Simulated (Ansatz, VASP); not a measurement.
## Two plane-wave programs on Al2Au

File INCAR:

```
PREC = Accurate
ENCUT = 400
EDIFF = 1E-8
ISMEAR = -1
SIGMA = 0.05
LREAL = False
LASPH = True
NELM = 120
ALGO = Normal
ISIF = 2
LWAVE = False
LCHARG = False
LEFG = True
NBANDS = 16
GGA_COMPAT = False
```

The input KPOINTS:

```
regular mesh
0
Gamma
  11 11 11
```

The input POSCAR:

```
Al2Au
1.0
    0.0000000000      3.0000000000      2.9400000000
    3.0000000000      0.0000000000      2.9400000000
    3.0000000000      3.0000000000      0.0000000000
Al Au
2 1
Direct
    0.2500000000      0.2500000000      0.2500000000
    0.7500000000      0.7500000000      0.7500000000
    0.0000000000      0.0000000000      0.0000000000
```

Input for Ansatz:

```yaml
crystal:
  lattice:
    - [0.0, 3.0, 2.94]
    - [3.0, 0.0, 2.94]
    - [3.0, 3.0, 0.0]
  atoms:
    - { symbol: Al, position: [0.25, 0.25, 0.25] }
    - { symbol: Al, position: [0.75, 0.75, 0.75] }
    - { symbol: Au, position: [0.0, 0.0, 0.0] }
kpoints:
  mp_grid: { grid: [11, 11, 11] }
scf:
  occupations: { method: fermi_dirac, width: 0.05 }
hamiltonian:
  xc: lda
  pseudopotentials: { kind: paw }
output:
  forces: true
  stress: true
  eigenvalues: true
  efg: { contact_densities: true }
  write_density: true
  write_potential: true
  elf: true
  volumetric_format: npy
```

Change from the starting cell: zz strain of -2 %, PAW files.

Alike in both runs: task electric field gradients; functional LDA; k mesh 11 × 11 × 11; occupations fermi-dirac, width 0.05 eV; no spin polarisation.

|  | VASP | Ansatz |
| --- | --- | --- |
| version | VASP 6.6.1 | Ansatz 0.2.0 |
| potentials or method | VASP PAW LDA potentials, release 64 (Al, Au) | PAW with Ansatz's default frozen-core files, scalar-relativistic |
| plane-wave cutoff (eV) | 400 | 420 |
| valence electrons in the cell | 17 | 25 |

Ansatz gave:

- pressure (GPa): -0.2
- traceless stress, the component that is largest in VASP (GPa): 0.78
- size of Vzz on the site where it differs most (V/Å²): 15.2

Problem. Which values does VASP return?

Solution. Pressure (GPa): 0.0; traceless stress, the component that is largest in VASP (GPa): 0.77; size of Vzz on the site where it differs most (V/Å²): 22.7.

LDA's correlation is that of Perdew and Zunger in VASP and of Perdew and Wang (1992) in Ansatz. VASP's potentials hold 17 valence electrons a cell and Ansatz's 25, so a difference there can come from the potentials and not from the codes.

Neither program's run includes spin-orbit coupling.
